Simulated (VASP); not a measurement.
# HfO2 (Fm-3m) in VASP: settings compared

Aim: see how the results for HfO2 move with the level of theory and the settings. Levels: PBEsol+D3(BJ)+U, PBE+D4. Tasks: single point.

Program: VASP 6.6.1. These are calculated values, not measurements. Logs are shortened: lines on timing, memory, paths and dates and some standing lists are left out, and cuts for length are marked.

**1. The cell of the first run**

Symmetry: Fm-3m, No. 225, cubic system. The conventional cell has a = 5.149 Å, b = 5.149 Å, c = 5.149 Å, α = 90.00°, β = 90.00°, γ = 90.00°. Within 2.9 Å of Hf (site symmetry m-3m) lie 8 O at 2.23 Å. Within 2.9 Å of O (site symmetry -43m) lie 4 Hf at 2.23 Å and 6 O at 2.57 Å.

**2. Single point, PBEsol+D3(BJ)+U**

INCAR reads:

```
SYSTEM = HfO2
PREC = Accurate
ENCUT = 520
EDIFF = 1E-6
ISMEAR = -5
SIGMA = 0.05
LREAL = .FALSE.
LASPH = .TRUE.
NELM = 150
ALGO = Normal
ISIF = 2
LWAVE = .FALSE.
LCHARG = .FALSE.
LMAXMIX = 4
LDAU = .TRUE.
LDAUTYPE = 2
LDAUL = 2 -1
LDAUU = 6.5 0
LDAUJ = 0 0
LDAUPRINT = 1
GGA = PS
IVDW = 12
NBANDS = 18
```

KPOINTS reads:

```
regular mesh
0
G
  9 9 9
  0 0 0
```

POSCAR reads:

```
HfO2
1.0
    0.0000000000      2.5744375797      2.5744375797
    2.5744375797      0.0000000000      2.5744375797
    2.5744375797      2.5744375797      0.0000000000
Hf O
1 2
Direct
    0.0000000000      0.0000000000      0.0000000000
    0.7500000000      0.7500000000      0.7500000000
    0.2500000000      0.2500000000      0.2500000000
```

Potentials or basis: VASP PAW PBE potentials, release 64 (Hf_pv, O).

Run with:

```console
$ cat potpaw_PBE.64/Hf_pv/POTCAR potpaw_PBE.64/O/POTCAR > POTCAR
$ mpirun -np 1 vasp_std > vasp.out
```

OUTCAR:

```text
SYSTEM = HfO2
   PREC = Accurate
   ENCUT = 520
   EDIFF = 1E-6
   ISMEAR = -5
   LREAL = .FALSE.
   LASPH = .TRUE.
   NELM = 150
   ISIF = 2
   GGA = PS
   IVDW = 12
 IVDW          = 12

 ion  position               nearest neighbor table
   1  0.000  0.000  0.000-   2 2.23   3 2.23   2 2.23   2 2.23   2 2.23   3 2.23   3 2.23   3 2.23

   2  0.750  0.750  0.750-   1 2.23   1 2.23   1 2.23   1 2.23
   3  0.250  0.250  0.250-   1 2.23   1 2.23   1 2.23   1 2.23

  LATTYP: Found a face centered cubic cell.
 ALAT       =     5.1488751594

  Lattice vectors:

 A1 = (   0.0000000000,   2.5744375797,   2.5744375797)
 A2 = (   2.5744375797,   0.0000000000,   2.5744375797)
 A3 = (   2.5744375797,   2.5744375797,   0.0000000000)

Analysis of symmetry for initial positions (statically):
=====================================================================
 Subroutine PRICEL returns:
 Original cell was already a primitive cell.

 Routine SETGRP: Setting up the symmetry group for a
 face centered cubic supercell.

 Subroutine GETGRP returns: Found 48 space group operations
[... 9 lines left out ...]

 Routine SETGRP: Setting up the symmetry group for a
 face centered cubic supercell.

 Subroutine GETGRP returns: Found 48 space group operations
[... 11 lines left out ...]
                                     Primitive cell

  volume of cell :      34.1253

  direct lattice vectors                    reciprocal lattice vectors
     0.000000000  2.574437580  2.574437580    -0.194217177  0.194217177  0.194217177
     2.574437580  0.000000000  2.574437580     0.194217177 -0.194217177  0.194217177
     2.574437580  2.574437580  0.000000000     0.194217177  0.194217177 -0.194217177

  length of vectors
     3.640804541  3.640804541  3.640804541     0.336394019  0.336394019  0.336394019

  position of ions in fractional coordinates (direct lattice)
     0.000000000  0.000000000  0.000000000
     0.750000000  0.750000000  0.750000000
     0.250000000  0.250000000  0.250000000

  ion indices of the primitive-cell ions
   primitive index   ion index
                 1           1
                 2           2
                 3           3

----------------------------------------------------------------------------------------

 KPOINTS: regular mesh

Automatic generation of k-mesh.
 Grid dimensions read from file:
 generate k-points for:    9    9    9

 Generating k-lattice:

  Cartesian coordinates                     Fractional coordinates (reciprocal lattice)
    -0.021579686  0.021579686  0.021579686     0.111111111  0.000000000  0.000000000
     0.021579686 -0.021579686  0.021579686     0.000000000  0.111111111  0.000000000
     0.021579686  0.021579686 -0.021579686     0.000000000  0.000000000  0.111111111

  Length of vectors
     0.037377113  0.037377113  0.037377113

  Shift w.r.t. Gamma in fractional coordinates (k-lattice)
     0.000000000  0.000000000  0.000000000

 TETIRR: Found    115 inequivalent tetrahedra from     4374

 Subroutine IBZKPT returns following result:
 ===========================================

 Found     35 irreducible k-points:

 Following reciprocal coordinates:
            Coordinates               Weight
  0.000000  0.000000  0.000000      1.000000
  0.111111  0.000000  0.000000      8.000000
  0.222222  0.000000  0.000000      8.000000
  0.333333  0.000000  0.000000      8.000000
  0.444444  0.000000  0.000000      8.000000
  0.111111  0.111111  0.000000      6.000000
[... 16 lines left out ...]
 -0.333333  0.333333  0.000000     12.000000
  0.444444  0.444444  0.000000      6.000000
 [... further k-points ...]
   k-points           NKPTS =     35   k-points in BZ     NKDIM =     35   number of bands    NBANDS=     18
   number of dos      NEDOS =    301   number of ions     NIONS =      3
   total plane-waves  NPLWV =  21952
   dimension x,y,z NGX =    28 NGY =   28 NGZ =   28
   dimension x,y,z NGXF=    56 NGYF=   56 NGZF=   56
   ions per type =               1   2
   NGX,Y,Z   is equivalent  to a cutoff of  12.79, 12.79, 12.79 a.u.
   NGXF,Y,Z  is equivalent  to a cutoff of  25.57, 25.57, 25.57 a.u.
 SYSTEM =  HfO2
   PREC   = accura    normal or accurate (medium, high low for compatibility)
   ISTART =      0    job   : 0-new  1-cont  2-samecut
   ICHARG =      2    charge: 1-file 2-atom 10-const
   ISPIN  =      1    spin polarized calculation?
   LNONCOLLINEAR =      F non collinear calculations
   LSORBIT =      F    spin-orbit coupling
   LASPH  =      T    aspherical Exc in radial PAW
   ENCUT  =  520.0 eV  38.22 Ry    6.18 a.u.   6.77  6.77  6.77*2*pi/ulx,y,z
   NELM   =    150;   NELMIN=  2; NELMDL= -5     # of ELM steps
   EDIFF  = 0.1E-05   stopping-criterion for ELM
   LREAL  =      F    real-space projection
   EDIFFG = 0.1E-04   stopping-criterion for IOM
   NSW    =      0    number of steps for IOM
   IBRION =     -1    ionic relax: 0-MD 1-quasi-New 2-CG
   NFREE  =      0    steps in history (QN), initial steepest desc. (CG)
   ISIF   =      2    stress and relaxation
   ISYM   =      2    0-nonsym 1-usesym 2-fastsym
   POTIM  = 0.5000    time-step for ionic-motion
   TEBEG  =    0.0;   TEEND  =   0.0 temperature during run
   PSTRESS=    0.0 pullay stress
   NELECT =      22.0000    total number of electrons
   NUPDOWN=      -1.0000    fix difference up-down
   EMIN   =  10.00;   EMAX   =-10.00  energy-range for DOS
   EFERMI =   0.00;   METHOD = LEGACY
   ISMEAR =    -5;   SIGMA  =   0.05  broadening in eV -4-tet -1-fermi 0-gaus
   EFERMI_NEDOS =   21; number of points for ismear=-14 and -15
   IALGO  =     38    algorithm
   IMIX   =      4    mixing-type and parameters
     AMIX     =   0.40;   BMIX     =  1.00
     AMIX_MAG =   1.60;   BMIX_MAG =  1.00
  volume/ion in A,a.u.               =      11.38        76.76
  Fermi-wavevector in a.u.,A,eV,Ry     =   1.414241  2.672528 27.212700  2.000077
  Thomas-Fermi vector in A             =   2.535803
   LORBIT       =      0    0 simple, 1 ext, 2 COOP (PROOUT), +10 PAW based schemes
 LDA+U is selected, type is set to LDAUTYPE =  2
   angular momentum for each species LDAUL =     2   -1
   U (eV)           for each species LDAUU =   6.5  0.0
   J (eV)           for each species LDAUJ =   0.0  0.0
   GGA     = PS    functional components
   LHFCALC =     F    Hartree Fock is set to
   AEXX    =    0.0000 exact exchange contribution
   IVDW    =    12    specifies the selected vdW correction
   LEPSILON=     F    determine dielectric tensor
   LRPA    =     F    only Hartree local field effects (RPA)
 non-spin polarized calculation
 Fermi weights with tetrahedron method with Bloechl corrections
  energy-cutoff  :      520.00
  volume of cell :       34.13
 maximum number of plane-waves:       941
   NGX = 13   NGY = 13   NGZ = 13

atom =   1  type =  1  l = 2

 onsite density matrix

spin component  1

  0.1547  0.0000  0.0000 -0.0000  0.0000
  0.0000  0.1547  0.0000 -0.0000 -0.0000
  0.0000  0.0000  0.0452 -0.0000 -0.0000
 -0.0000 -0.0000 -0.0000  0.1547  0.0000
  0.0000 -0.0000 -0.0000  0.0000  0.0452

spin component  2

  0.1547  0.0000  0.0000 -0.0000  0.0000
  0.0000  0.1547  0.0000 -0.0000 -0.0000
  0.0000  0.0000  0.0452 -0.0000 -0.0000
 -0.0000 -0.0000 -0.0000  0.1547  0.0000
  0.0000 -0.0000 -0.0000  0.0000  0.0452

 occupancies and eigenvectors

  o =  0.0452  v =  0.0000  0.0000 -0.9907 -0.0000 -0.1363  0.0000  0.0000  0.0000  0.0000  0.0000      0.0000  0.0000  0.0000  0.0000  0.0000  0.0000  0.0000  0.0000  0.0000  0.0000
  o =  0.0452  v =  0.0000  0.0000  0.0000  0.0000  0.0000  0.0000  0.0000 -0.9907 -0.0000 -0.1363      0.0000  0.0000  0.0000  0.0000  0.0000  0.0000  0.0000  0.0000  0.0000  0.0000
  o =  0.0452  v =  0.0000 -0.0000  0.1363 -0.0000 -0.9907  0.0000  0.0000  0.0000  0.0000  0.0000      0.0000  0.0000  0.0000  0.0000  0.0000  0.0000  0.0000  0.0000  0.0000  0.0000
  o =  0.0452  v =  0.0000  0.0000  0.0000  0.0000  0.0000  0.0000 -0.0000  0.1363 -0.0000 -0.9907      0.0000  0.0000  0.0000  0.0000  0.0000  0.0000  0.0000  0.0000  0.0000  0.0000
  o =  0.1547  v =  0.0000  0.0000  0.0000  0.0000  0.0000  0.0000 -0.1563 -0.0000  0.9877  0.0000      0.0000  0.0000  0.0000  0.0000  0.0000  0.0000  0.0000  0.0000  0.0000  0.0000
  o =  0.1547  v =  0.0000 -0.1563 -0.0000  0.9877  0.0000  0.0000  0.0000  0.0000  0.0000  0.0000      0.0000  0.0000  0.0000  0.0000  0.0000  0.0000  0.0000  0.0000  0.0000  0.0000
  o =  0.1547  v =  0.0000  0.9877  0.0000  0.1563 -0.0000  0.0000  0.0000  0.0000  0.0000  0.0000      0.0000  0.0000  0.0000  0.0000  0.0000  0.0000  0.0000  0.0000  0.0000  0.0000
  o =  0.1547  v =  0.0000  0.0000  0.0000  0.0000  0.0000  0.0000  0.9877  0.0000  0.1563 -0.0000      0.0000  0.0000  0.0000  0.0000  0.0000  0.0000  0.0000  0.0000  0.0000  0.0000
  o =  0.1547  v =  0.0000  0.0000  0.0000  0.0000  0.0000  1.0000  0.0000  0.0000  0.0000  0.0000      0.0000  0.0000  0.0000  0.0000  0.0000  0.0000  0.0000  0.0000  0.0000  0.0000
  o =  0.1547  v =  1.0000  0.0000  0.0000  0.0000  0.0000  0.0000  0.0000  0.0000  0.0000  0.0000      0.0000  0.0000  0.0000  0.0000  0.0000  0.0000  0.0000  0.0000  0.0000  0.0000

 number of electron      21.9999995 magnetization

 Free energy of the ion-electron system (eV)
  ---------------------------------------------------
  ext. energy  EPLUGINS =         0.00000000
  ---------------------------------------------------
  free energy    TOTEN  =       -28.10459224 eV

  energy without entropy =      -28.10459224  energy(sigma->0) =      -28.10459224

 E-fermi :   4.1966     XC(G=0): -11.8625

 val. band max:        4.1401734493   @ k =  -0.4444   0.4444   0.0000
 cond. band min:       8.5811175768   @ k =   0.4444   0.4444   0.0000
 fundamental gap:      4.4409441275
 Fermi energy:         4.1966330025

 k-point     1 :       0.0000    0.0000    0.0000
  band No.  band energies     occupation
      1     -26.7462      2.00000
      2     -26.7462      2.00000
      3     -26.7462      2.00000
      4     -14.3055      2.00000
      5     -11.3419      2.00000
      6      -0.6025      2.00000
[... 10 lines left out ...]
     17      14.9265      0.00000
     18      16.1278      0.00000

 k-point     2 :       0.1111    0.0000    0.0000
  band No.  band energies     occupation
      1     -26.7854      2.00000
      2     -26.7508      2.00000
      3     -26.7508      2.00000
      4     -14.1552      2.00000
      5     -11.4533      2.00000
      6      -0.4975      2.00000
[... 10 lines left out ...]
     17      14.7044      0.00000
     18      16.1222      0.00000
[... 442 lines left out ...]
 k-point    24 :       0.4444    0.4444    0.0000
  band No.  band energies     occupation
      1     -27.0719      2.00000
      2     -26.8383      2.00000
      3     -26.8383      2.00000
      4     -12.4029      2.00000
      5     -12.3879      2.00000
      6      -1.9466      2.00000
[... 10 lines left out ...]
     17      15.2963      0.00000
     18      16.1203      0.00000

 [... further k-points ...]

------------------------ aborting loop because EDIFF is reached ----------------------------------------

 Edisp (eV)   -0.64943

 E8    (eV) :    -0.4372

  FORCE on cell =-STRESS in cart. coord.  units (eV):
  Direction    XX          YY          ZZ          XY          YZ          ZX
  --------------------------------------------------------------------------------------
  -------------------------------------------------------------------------------------
  Total      -0.82586    -0.82586    -0.82586     0.00000     0.00000     0.00000
  in kB     -38.77384   -38.77384   -38.77384     0.00000     0.00000     0.00000
  external pressure =      -38.77 kB  Pullay stress =        0.00 kB

 VOLUME and BASIS-vectors are now :
 -----------------------------------------------------------------------------
  energy-cutoff  :      520.00
  volume of cell :       34.13
      direct lattice vectors                 reciprocal lattice vectors
     0.000000000  2.574437580  2.574437580    -0.194217177  0.194217177  0.194217177
     2.574437580  0.000000000  2.574437580     0.194217177 -0.194217177  0.194217177
     2.574437580  2.574437580  0.000000000     0.194217177  0.194217177 -0.194217177

 POSITION                                       TOTAL-FORCE (eV/Angst)
 -----------------------------------------------------------------------------------
      0.00000      0.00000      0.00000        -0.000000      0.000000      0.000000
      3.86166      3.86166      3.86166        -0.000000     -0.000000     -0.000000
      1.28722      1.28722      1.28722         0.000000      0.000000      0.000000
 -----------------------------------------------------------------------------------
    total drift:                                0.000000      0.000000      0.000000

  FREE ENERGIE OF THE ION-ELECTRON SYSTEM (eV)
  ---------------------------------------------------
  free  energy   TOTEN  =       -28.7540225852 eV

  energy  without entropy=      -28.7540225852  energy(sigma->0) =      -28.75402259
```

Wall time 22 s (1 thread of Intel Xeon 6975P-C, shared host); peak memory 0.18 GiB.

Results:

| Item | Value |
| --- | --- |
| Free energy | -28.7540 eV |
| Pressure | -3.9 GPa |
| Band gap on the k mesh | 4.44 eV, indirect (least direct gap 4.57 eV) |
| Dispersion energy per atom | -0.216 eV |

Levels at points of the mesh, in eV from the valence-band top:
| k point | band 7 | band 8 | band 9 | band 10 | band 11 | band 12 | band 13 | band 14 | band 15 | band 16 |
| --- | --- | --- | --- | --- | --- | --- | --- | --- | --- | --- |
| (0.00, 0.00, 0.00) | -4.74 | -4.74 | -0.58 | -0.58 | -0.58 | 5.00 | 5.24 | 5.24 | 10.79 | 10.79 |

Eigenvalues of the final occupation matrices:
```
    site  spin  trace               eigenvalues
site 1 d     1   0.55  0.05 0.05 0.15 0.15 0.15
site 1 d     2   0.55  0.05 0.05 0.15 0.15 0.15
```

Caveat: the PAW data sets were made with another functional, which shifts forces and pressure a little; spin-orbit coupling is left out, which moves the levels of the heavy elements. A k mesh can miss the band edges.

(Part 1 of 2 ends here.)
